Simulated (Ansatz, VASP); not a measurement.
## One calculation of Sn, two programs

File INCAR:

```
SYSTEM = Sn
ALGO = Normal
EDIFF = 1E-6
ENCUT = 500
GGA = LIBXC
GGA_COMPAT = .FALSE.
ISIF = 2
ISMEAR = 0
ISPIN = 2
LASPH = .TRUE.
LCHARG = .FALSE.
LIBXC1 = GGA_X_PBE_SOL
LIBXC2 = GGA_C_PBE
LORBIT = 11
LREAL = .FALSE.
LWAVE = .FALSE.
MAGMOM = 0 0
NBANDS = 25
NELM = 200
PREC = Accurate
SIGMA = 0.05
```

File KPOINTS:

```
k-points
0
G
  7 7 7
  0 0 0
```

POSCAR

```
Sn
1.0
    0.0000000000      3.2333428000      3.2333428000
    3.2333428000      0.0000000000      3.2333428000
    3.2333428000      3.2333428000      0.0000000000
Sn
2
Direct
    0.2500000000      0.2500000000      0.2500000000
    1.0000000000      1.0000000000      1.0000000000
```

Contents of input.yaml:

```yaml
crystal:
  lattice: { a: 6.4666856, b: 6.4666856, c: 6.4666856, alpha: 90.0, beta: 90.0, gamma: 90.0 }
  space_group: 227
  setting: { hermann_mauguin: Fd-3m, origin_choice: 1 }
  reduce_to_primitive: true
  atoms:
    - { symbol: Sn, position: [0.25, 0.25, 0.25], spin: 0.5 }
kpoints:
  mp_grid: { grid: [7, 7, 7] }
scf:
  occupations: { method: gaussian, width: 0.05 }
hamiltonian:
  xc: { exchange: pbesol, correlation: pbe }
  pseudopotentials: { kind: all_electron, lapw: { basis_error: 0.002 } }
magnetization:
  spin_polarized: true
output:
  forces: true
  stress: true
  eigenvalues: true
```

Alike in both runs: task single point; functional pbesol exchange, pbe correlation; k mesh 7 × 7 × 7; occupations gaussian, width 0.05 eV; collinear spin.

|  | VASP | Ansatz |
| --- | --- | --- |
| version | VASP 6.6.1 | Ansatz 0.2.0 |
| potentials or method | VASP PAW PBE potentials, release 64 (Sn_d), cutoff 500 eV | all-electron LAPW, scalar-relativistic |

VASP gave:

| Quantity | Value |
| --- | --- |
| gap on the k mesh at the Fermi level (eV) | none |
| pressure (GPa) | 1.0 |
| net moment per atom (μB) | 0.00 |

Problem. What did Ansatz give for the same quantities?

Solution. gap on the k mesh at the Fermi level (eV): none; pressure (GPa): 1.1; net moment per atom (μB): 0.00.

VASP's potentials were made for PBE, not for pbesol exchange, pbe correlation. A gap of «none» marks a metal or a gap that the smearing closes. Ansatz ran all-electron here, and VASP with PAW potentials.
